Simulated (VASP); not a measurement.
# Ga (Cmcm) in VASP: a series of runs

Ga is run at these levels: PBE; tasks: single point.

All numbers are computed with VASP 6.6.1; they aren't measurements. Logs are shortened: lines on timing, memory, paths and dates and some standing lists are left out, and cuts for length are marked.

## (1) The cell of the first run

Symmetry: Cmcm, No. 63, orthorhombic system. Conventional cell: a = 2.817 Å, b = 8.064 Å, c = 3.204 Å, α = 90.00°, β = 90.00°, γ = 90.00°. Ga (site symmetry m2m) has 10 Ga at 2.58 to 3.20 Å within 3.4 Å.

## (2) Single point, PBE (strained)

File INCAR:

```
PREC     = Accurate       # precision mode
ENCUT    = 520            # plane-wave cutoff, eV
EDIFF    = 1E-6           # SCF threshold, eV
ISMEAR   = 0              # smearing method
SIGMA    = 0.1            # smearing width, eV
LREAL    = False          # projectors in reciprocal space
LASPH    = True           # aspherical terms in the spheres
NELM     = 100            # most SCF steps
ALGO     = Fast           # electronic algorithm
ISIF     = 2              # what is computed and relaxed
LWAVE    = False          # write WAVECAR
LCHARG   = False          # write CHGCAR
GGA      = PE             # functional
NBANDS   = 20             # bands
```

File KPOINTS:

```
Automatic mesh
0
Gamma
  16 16 14
```

File POSCAR:

```
Ga
1.0
    1.4082980000     -4.0319922000      0.0000000000
    1.4082980000      4.0319922000      0.0000000000
    0.0000000000      0.0000000000      3.2036337000
Ga
2
Direct
    0.8743800738      0.1256199262      0.2500000000
    0.1256199262      0.8743800738      0.7500000000
```

Potentials or basis: VASP PAW PBE potentials, release 64 (Ga_d).

Run with:

```bash
cat potpaw_PBE.64/Ga_d/POTCAR > POTCAR
mpirun -np 1 vasp_std > vasp.out
```

OUTCAR:

```text
PREC = Accurate
   ENCUT = 520
   EDIFF = 1E-6
   ISMEAR = 0
   LREAL = False
   LASPH = True
   NELM = 100
   ISIF = 2
   GGA = PE

 ion  position               nearest neighbor table
   1  0.874  0.126  0.250-   2 2.58   2 2.58
   2  0.126  0.874  0.750-   1 2.58   1 2.58

  LATTYP: Found a base centered orthorhombic cell.
 ALAT       =     2.8165960000
 B/A-ratio  =     2.8630248712
 C/A-ratio  =     1.1374132818

  Lattice vectors:

 A1 = (   1.4082980000,  -4.0319922000,   0.0000000000)
 A2 = (   1.4082980000,   4.0319922000,   0.0000000000)
 A3 = (   0.0000000000,   0.0000000000,   3.2036337000)

Analysis of symmetry for initial positions (statically):
=====================================================================
 Subroutine PRICEL returns:
 Original cell was already a primitive cell.

 Routine SETGRP: Setting up the symmetry group for a
 base centered orthorhombic supercell.

 Subroutine GETGRP returns: Found  8 space group operations
 (whereof  4 operations were pure point group operations)
 out of a pool of  8 trial point group operations.

The static configuration has the point symmetry C_2h.
 The point group associated with its full space group is D_2h.

Analysis of symmetry for dynamics (positions and initial velocities):
=====================================================================
 Subroutine PRICEL returns:
 Original cell was already a primitive cell.

 Routine SETGRP: Setting up the symmetry group for a
 base centered orthorhombic supercell.

 Subroutine GETGRP returns: Found  8 space group operations
 (whereof  4 operations were pure point group operations)
 out of a pool of  8 trial point group operations.

The dynamic configuration has the point symmetry C_2h.
 The point group associated with its full space group is D_2h.

 Subroutine INISYM returns: Found  8 space group operations
 (whereof  4 operations are pure point group operations),
 and found     1 'primitive' translations

----------------------------------------------------------------------------------------

                                     Primitive cell

  volume of cell :      36.3820

  direct lattice vectors                    reciprocal lattice vectors
     1.408298000 -4.031992200  0.000000000     0.355038493 -0.124008176  0.000000000
     1.408298000  4.031992200  0.000000000     0.355038493  0.124008176  0.000000000
     0.000000000  0.000000000  3.203633700     0.000000000  0.000000000  0.312145549

  length of vectors
     4.270862250  4.270862250  3.203633700     0.376072280  0.376072280  0.312145549

  position of ions in fractional coordinates (direct lattice)
     0.874380074  0.125619926  0.250000000
     0.125619926  0.874380074  0.750000000

  ion indices of the primitive-cell ions
   primitive index   ion index
                 1           1
                 2           2

----------------------------------------------------------------------------------------

 KPOINTS: Automatic mesh

Automatic generation of k-mesh.
 Grid dimensions read from file:
 generate k-points for:   16   16   14

 Generating k-lattice:

  Cartesian coordinates                     Fractional coordinates (reciprocal lattice)
     0.022189906 -0.007750511  0.000000000     0.062500000  0.000000000  0.000000000
     0.022189906  0.007750511  0.000000000     0.000000000  0.062500000  0.000000000
     0.000000000  0.000000000  0.022296111     0.000000000  0.000000000  0.071428571

  Length of vectors
     0.023504517  0.023504517  0.022296111

  Shift w.r.t. Gamma in fractional coordinates (k-lattice)
     0.000000000  0.000000000  0.000000000

 Subroutine IBZKPT returns following result:
 ===========================================

 Found    584 irreducible k-points:

 Following reciprocal coordinates:
            Coordinates               Weight
  0.000000  0.000000  0.000000      1.000000
  0.062500 -0.000000  0.000000      4.000000
  0.125000 -0.000000  0.000000      4.000000
  0.187500 -0.000000  0.000000      4.000000
  0.250000 -0.000000  0.000000      4.000000
  0.312500  0.000000  0.000000      4.000000
[... 16 lines left out ...]
 -0.125000  0.062500  0.000000      4.000000
 -0.062500  0.062500  0.000000      2.000000
 [... further k-points ...]
   k-points           NKPTS =    584   k-points in BZ     NKDIM =    584   number of bands    NBANDS=     20
   number of dos      NEDOS =    301   number of ions     NIONS =      2
   total plane-waves  NPLWV =  24576
   dimension x,y,z NGX =    32 NGY =   32 NGZ =   24
   dimension x,y,z NGXF=    64 NGYF=   64 NGZF=   48
   ions per type =               2
   NGX,Y,Z   is equivalent  to a cutoff of  12.46, 12.46, 12.45 a.u.
   NGXF,Y,Z  is equivalent  to a cutoff of  24.91, 24.91, 24.91 a.u.
 SYSTEM =  unknown system
   PREC   = accura    normal or accurate (medium, high low for compatibility)
   ISTART =      0    job   : 0-new  1-cont  2-samecut
   ICHARG =      2    charge: 1-file 2-atom 10-const
   ISPIN  =      1    spin polarized calculation?
   LNONCOLLINEAR =      F non collinear calculations
   LSORBIT =      F    spin-orbit coupling
   LASPH  =      T    aspherical Exc in radial PAW
   ENCUT  =  520.0 eV  38.22 Ry    6.18 a.u.   7.94  7.94  5.96*2*pi/ulx,y,z
   NELM   =    100;   NELMIN=  2; NELMDL= -5     # of ELM steps
   EDIFF  = 0.1E-05   stopping-criterion for ELM
   LREAL  =      F    real-space projection
   EDIFFG = 0.1E-04   stopping-criterion for IOM
   NSW    =      0    number of steps for IOM
   IBRION =     -1    ionic relax: 0-MD 1-quasi-New 2-CG
   NFREE  =      0    steps in history (QN), initial steepest desc. (CG)
   ISIF   =      2    stress and relaxation
   ISYM   =      2    0-nonsym 1-usesym 2-fastsym
   POTIM  = 0.5000    time-step for ionic-motion
   TEBEG  =    0.0;   TEEND  =   0.0 temperature during run
   PSTRESS=    0.0 pullay stress
   NELECT =      26.0000    total number of electrons
   NUPDOWN=      -1.0000    fix difference up-down
   EMIN   =  10.00;   EMAX   =-10.00  energy-range for DOS
   EFERMI =   0.00;   METHOD = LEGACY
   ISMEAR =     0;   SIGMA  =   0.10  broadening in eV -4-tet -1-fermi 0-gaus
   EFERMI_NEDOS =   21; number of points for ismear=-14 and -15
   IALGO  =     68    algorithm
   IMIX   =      4    mixing-type and parameters
     AMIX     =   0.40;   BMIX     =  1.00
     AMIX_MAG =   1.60;   BMIX_MAG =  1.00
  volume/ion in A,a.u.               =      18.19       122.76
  Fermi-wavevector in a.u.,A,eV,Ry     =   1.463649  2.765895 29.147328  2.142268
  Thomas-Fermi vector in A             =   2.579719
   LORBIT       =      0    0 simple, 1 ext, 2 COOP (PROOUT), +10 PAW based schemes
   GGA     = PE    functional components
   LHFCALC =     F    Hartree Fock is set to
   AEXX    =    0.0000 exact exchange contribution
   IVDW    =     0    specifies the selected vdW correction
   LEPSILON=     F    determine dielectric tensor
   LRPA    =     F    only Hartree local field effects (RPA)
 non-spin polarized calculation
 RMM-DIIS sequential band-by-band and
 Gauss-broadening in eV      SIGMA  =   0.10
  energy-cutoff  :      520.00
  volume of cell :       36.38
 maximum number of plane-waves:      1000
   NGX = 15   NGY = 15   NGZ = 11

 number of electron      26.0000012 magnetization

 Free energy of the ion-electron system (eV)
  ---------------------------------------------------
  ext. energy  EPLUGINS =         0.00000000
  ---------------------------------------------------
  free energy    TOTEN  =        -5.70426317 eV

  energy without entropy =       -5.69977530  energy(sigma->0) =       -5.70201923

 E-fermi :   5.9037     XC(G=0): -11.1549

 val. band max:        5.9036019276   @ k =   0.3750   0.3750   0.0714
 cond. band min:       5.9113478489   @ k =  -0.1875   0.1875   0.4286
 fundamental gap:      0.0077459213
 Fermi energy:         5.9036593032

 k-point     1 :       0.0000    0.0000    0.0000
  band No.  band energies     occupation
      1      -9.3660      2.00000
      2      -9.3521      2.00000
      3      -9.3008      2.00000
      4      -9.2299      2.00000
      5      -8.9939      2.00000
      6      -8.9863      2.00000
[... 12 lines left out ...]
     19      16.9650      0.00000
     20      18.1797      0.00000

 k-point     2 :       0.0625   -0.0000    0.0000
  band No.  band energies     occupation
      1      -9.3629      2.00000
      2      -9.3480      2.00000
      3      -9.2934      2.00000
      4      -9.2155      2.00000
      5      -9.0088      2.00000
      6      -8.9900      2.00000
[... 12 lines left out ...]
     19      17.5412      0.00000
     20      19.2408      0.00000

 k-point     3 :       0.1250   -0.0000    0.0000
  band No.  band energies     occupation
      1      -9.3542      2.00000
      2      -9.3362      2.00000
      3      -9.2727      2.00000
      4      -9.1761      2.00000
      5      -9.0362      2.00000
      6      -9.0121      2.00000
[... 12 lines left out ...]
     19      17.8226      0.00000
     20      20.8842      0.00000

 k-point     4 :       0.1875   -0.0000    0.0000
  band No.  band energies     occupation
      1      -9.3412      2.00000
      2      -9.3187      2.00000
      3      -9.2428      2.00000
      4      -9.1286      2.00000
      5      -9.0613      2.00000
      6      -9.0424      2.00000
[... 12 lines left out ...]
     19      17.9670      0.00000
     20      21.5714      0.00000

 k-point     5 :       0.2500   -0.0000    0.0000
  band No.  band energies     occupation
      1      -9.3259      2.00000
      2      -9.2982      2.00000
      3      -9.2120      2.00000
      4      -9.1335      2.00000
      5      -9.0774      2.00000
      6      -9.0333      2.00000
[... 12 lines left out ...]
     19      18.1156      0.00000
     20      21.5660      0.00000
[... 353 lines left out ...]
      6      -9.0558      2.00000
[... 12 lines left out ...]
     19      17.3801      0.00000
     20      22.4095      0.00000

 k-point    22 :      -0.1875    0.0625    0.0000
  band No.  band energies     occupation
      1      -9.3425      2.00000
      2      -9.3270      2.00000
      3      -9.2855      2.00000
      4      -9.1608      2.00000
      5      -9.0552      2.00000
      6      -9.0252      2.00000
[... 12 lines left out ...]
     19      17.3380      0.00000
     20      20.7084      0.00000

 k-point    23 :      -0.1250    0.0625    0.0000
  band No.  band energies     occupation
      1      -9.3546      2.00000
      2      -9.3420      2.00000
      3      -9.3045      2.00000
      4      -9.2021      2.00000
      5      -9.0303      2.00000
      6      -9.0027      2.00000
[... 12 lines left out ...]
     19      17.2563      0.00000
     20      18.7583      0.00000

 k-point    24 :      -0.0625    0.0625    0.0000
  band No.  band energies     occupation
      1      -9.3617      2.00000
      2      -9.3491      2.00000
      3      -9.3074      2.00000
      4      -9.2221      2.00000
      5      -9.0136      2.00000
      6      -8.9908      2.00000
[... 12 lines left out ...]
     19      16.8628      0.00000
     20      17.8738      0.00000

 [... further k-points ...]

------------------------ aborting loop because EDIFF is reached ----------------------------------------

  FORCE on cell =-STRESS in cart. coord.  units (eV):
  Direction    XX          YY          ZZ          XY          YZ          ZX
  --------------------------------------------------------------------------------------
  -------------------------------------------------------------------------------------
  Total        0.0001103      1.2965445      1.2877782      0.0000000      0.0000000      0.0000000
  in kB        0.0048583     57.0966894     56.7106416      0.0000000      0.0000000      0.0000000
  external PRESSURE =      37.9373964 kB  Pullay stress =       0.0000000 kB

 VOLUME and BASIS-vectors are now :
 -----------------------------------------------------------------------------
  energy-cutoff  :      520.00
  volume of cell :       36.38
      direct lattice vectors                 reciprocal lattice vectors
     1.408298000 -4.031992200  0.000000000     0.355038493 -0.124008176  0.000000000
     1.408298000  4.031992200  0.000000000     0.355038493  0.124008176  0.000000000
     0.000000000  0.000000000  3.203633700     0.000000000  0.000000000  0.312145549

 POSITION                                       TOTAL-FORCE (eV/Angst)
 -----------------------------------------------------------------------------------
      1.40830     -3.01900      0.80091         0.000000      0.748469      0.000000
      1.40830      3.01900      2.40273         0.000000     -0.748469      0.000000
 -----------------------------------------------------------------------------------
    total drift:                                0.000000      0.000000     -0.000000

  FREE ENERGIE OF THE ION-ELECTRON SYSTEM (eV)
  ---------------------------------------------------
  free  energy   TOTEN  =        -5.7042631667 eV

  energy  without entropy=       -5.6997753015  energy(sigma->0) =       -5.70201923
```

Wall time 15 min (1 thread of Intel Xeon 8259CL, shared host); peak memory 0.4 GiB.

Results:

```yaml
Free_energy: -5.7043 eV
Pressure: 3.8 GPa
Largest_force: 0.748 eV/Å
Band_gap_on_the_k_mesh: zero (bands 13 and 14 overlap by 9.54 eV)
```

Forces in eV/Å, atoms in the order of the input:
```
Ga   0.000  0.748  0.000
Ga   0.000 -0.748  0.000
```

Caveat: the cell differs from its parent crystal (strained); the stress differs along the axes, from 0 to 6 GPa.

(Continued in part 2 of 2.)
